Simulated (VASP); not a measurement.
Here is a VASP 6.6.1 calculation.

The input INCAR:

```
SYSTEM = TaN
PREC = Accurate ; ENCUT = 520
EDIFF = 1E-8 ; ISMEAR = -1
SIGMA = 0.15 ; LREAL = .False.
LASPH = .True. ; NELM = 100
ALGO = Normal ; ISIF = 2
LWAVE = .False. ; LCHARG = .False.
GGA = PE ; IBRION = 8
NSW = 1
```

File KPOINTS:

```
regular mesh
0
Gamma
  18 18 14
  0 0 0
```

The input POSCAR:

```
TaN
1.0
    2.8837629811      0.0000000000      0.0000000000
   -1.4418814905      2.4974120001      0.0000000000
    0.0000000000      0.0000000000      2.8430537470
Ta N
1 1
Direct
    0.3333333333      0.6666666667      0.5000000000
    0.0000000000      0.0000000000      0.0000000000
```

Potentials or basis: VASP PAW PBE potentials, release 64 (Ta_pv, N).

Launch:

```bash
$ cat potpaw_PBE.64/Ta_pv/POTCAR potpaw_PBE.64/N/POTCAR > POTCAR
$ mpirun -np 1 vasp_std > vasp.out
```

Question: What does it give for the highest phonon frequency at Γ?

Answer: 612 cm⁻¹.

Phonon frequencies in cm⁻¹ (negative: imaginary):
| q point | frequencies |
| --- | --- |
| (0.000, 0.000, 0.000) | 0 0 0 570 570 612 |

Caveat: the cell stands under pressure or tension, which shifts response properties.
